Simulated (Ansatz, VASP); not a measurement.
## CoSn: VASP beside Ansatz

```
Co Sn
1.0
     3.14981    0.00000    0.00000
     0.00000    3.14981    0.00000
     0.00000    0.00000    3.14981
Co Sn
1 1
Cartesian
  0.0000 0.0000 0.0000
  1.5749 1.5749 1.5749
```

Alike in both runs: functional PBE; k mesh 6 × 6 × 6; occupations gaussian, width 0.1 eV; collinear spin.

Ansatz relaxed the structure, and its values are those at the end. VASP's run is a single point on that final structure, the one shown.

|  | VASP | Ansatz |
| --- | --- | --- |
| version | VASP 6.6.1 | Ansatz 0.2.0 |
| potentials or method | VASP PAW PBE potentials, release 64 (Co, Sn_d), cutoff 520 eV | scalar-relativistic, plane waves, PAW |
| valence electrons in the cell | 23 | 31 |

|  | VASP | Ansatz | Ansatz less VASP |
| --- | --- | --- | --- |
| gap on the k mesh at the Fermi level (eV) | none | none | - |
| pressure (GPa) | 0.0 | 0.1 | +0.09 |
| net moment per atom (μB) | 0.31 | 0.31 | +0.001 |
| size of the moment on the site where the two differ most (μB) | 0.66 | 0.67 | +0.011 |

Site moments also hang on the region over which each program counts them. A gap of «none» marks a metal or a gap that the smearing closes. The functional is the same, so the differences come from potentials, cutoffs and numerics. VASP's potentials hold 23 valence electrons a cell and Ansatz's 31, so a difference there can come from the potentials and not from the codes.
